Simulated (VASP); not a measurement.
SnO: single point with r2SCAN

The system is SnO.

```
Sn O
1.0
     4.08382    0.00000    0.00000
    -2.04191    3.53670    0.00000
     0.00000    0.00000    5.13302
Sn O
2 2
Direct
  0.33333 0.66667 0.25000
  0.66667 0.33333 0.75000
  0.66667 0.33333 0.25000
  0.33333 0.66667 0.75000
```

This cell differs from its parent crystal: volume changed by -3%.

* Program: VASP 6.6.1
* Task: single point
* Functional: r2SCAN
* Potentials or basis: VASP PAW PBE potentials, release 64 (Sn_d, O)
* Cutoff: 520 eV
* k mesh: 6 × 6 × 4
* Occupations: gaussian, width 0.01 eV
* Spin: no spin polarisation
* Dipole correction: no
* Further INCAR settings: ALGO = Normal; EDIFF = 1e-06; NBANDS = 28

* Pressure: 2.9 GPa
* Band gap on the k mesh: 0.50 eV, direct

Stress tensor (GPa, compression positive):
```
3.08 0.00 0.00
0.00 3.08 0.00
0.00 0.00 2.58
```

Levels at points of the mesh, in eV from the valence-band top:
| k point | band 17 | band 18 | band 19 | band 20 | band 21 | band 22 | band 23 | band 24 |
| --- | --- | --- | --- | --- | --- | --- | --- | --- |
| (0.00, 0.00, 0.00) | -4.65 | -4.40 | -4.40 | -4.15 | 3.22 | 3.26 | 3.26 | 4.21 |
| (0.50, 0.00, 0.00) | -5.05 | -4.78 | -2.05 | -1.89 | 0.90 | 3.47 | 3.48 | 4.04 |
| (0.00, 0.00, 0.50) | -4.81 | -4.81 | -2.40 | -2.40 | 2.77 | 2.77 | 3.35 | 3.35 |
| (0.50, 0.00, 0.50) | -4.43 | -4.43 | -1.17 | -1.17 | 0.82 | 0.82 | 3.35 | 3.35 |

Wall time 100 s on 1 thread of AMD EPYC 9R45 96-Core Processor (Zen 5), with other jobs on the host, peak memory 0.18 GiB.

Caveat: the PAW data sets were made with another functional, which shifts forces and pressure a little; spin-orbit coupling is left out, which moves the levels of the heavy elements. A k mesh can miss the band edges.
